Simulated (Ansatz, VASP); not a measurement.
**One calculation of Mg4S, two programs**

```xyz
5
Lattice="5.0190 0.0000 0.0000 -2.5095 4.3466 0.0000 0.0000 0.0000 6.0399" Properties=species:S:1:pos:R:3 pbc="T T T"
Mg    0.0000    2.8977    3.0199
Mg    2.5095    1.4489    3.0199
Mg    0.0000    2.8977    0.0000
Mg    2.5095    1.4489    0.0000
S     0.0000    0.0000    0.0000
```

Alike in both runs: task relaxation of cell and atoms; functional PBE; k mesh 12 × 12 × 6; occupations gaussian, width 0.1 eV; no spin polarisation.

```csv
,VASP,Ansatz
version,VASP 6.6.1,Ansatz 0.2.0
potentials or method,"VASP PAW PBE potentials, release 64 (Mg, S), cutoff 600 eV","scalar-relativistic, plane waves, PAW"
valence electrons in the cell,14,46
```

```tsv
	VASP	Ansatz	Ansatz less VASP
gap on the k mesh at the Fermi level, each at its own relaxed structure (eV)	none	none	-
relaxed volume (Å³/atom)	26.44	26.55	+0.103
relaxed cell length with the largest relative difference (Å)	5.027	5.034	+0.0074
```

A gap of «none» marks a metal or a gap that the smearing closes. VASP's potentials hold 14 valence electrons a cell and Ansatz's 46, so a difference there can come from the potentials and not from the codes.
